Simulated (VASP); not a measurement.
Al5GaN6, 12 atoms in the cell. The structure is trigonal, space group P-3m1 (No. 164). Conventional cell: a = 2.902 Å, b = 2.902 Å, c = 14.225 Å, α = 90.00°, β = 90.00°, γ = 120.00°. Within 2.7 Å of Al (site symmetry -3m) lie 6 N at 2.05 Å. Al (site symmetry 3m) has 6 N at 2.05 Å within 2.7 Å. Al (site symmetry 3m) has 6 N at 2.03 to 2.05 Å within 2.7 Å. Ga (site symmetry -3m) has 6 N at 2.10 Å and 6 Ga at 2.90 Å and 6 Al at 2.94 Å within 3.0 Å. N (site symmetry 3m) has 6 Al at 2.05 Å within 2.7 Å. N (site symmetry 3m) has 6 Al at 2.05 Å within 2.7 Å. N (site symmetry 3m) has 3 Al at 2.03 Å and 3 Ga at 2.10 Å within 2.7 Å. 

```yaml
Program: VASP 6.6.1
Task: single point
Functional: PBE
Potentials_or_basis: VASP PAW PBE potentials, release 64 (Al, Ga_d, N)
Cutoff: 520 eV
k_mesh: 6 × 6 × 1
Occupations: gaussian, width 0.1 eV
Spin: no spin polarisation
Dipole_correction: no
Further_INCAR_settings: ALGO = Normal; EDIFF = 1e-07; NBANDS = 41
```

Potentials or basis: VASP PAW PBE potentials, release 64 (Al, Ga_d, N).

Command:

```sh
$ cat potpaw_PBE.64/Al/POTCAR potpaw_PBE.64/Ga_d/POTCAR potpaw_PBE.64/N/POTCAR > POTCAR
$ mpirun -np 1 vasp_std > vasp.out
```

Hardware: 1 thread of AMD EPYC 7R13, with other jobs on the host.

Task: Estimate the wall time of this run.

Result: It took 93 s on 1 thread of AMD EPYC 7R13, with other jobs on the host, peak memory 0.21 GiB. Counts: scf iterations 18, k points 7.
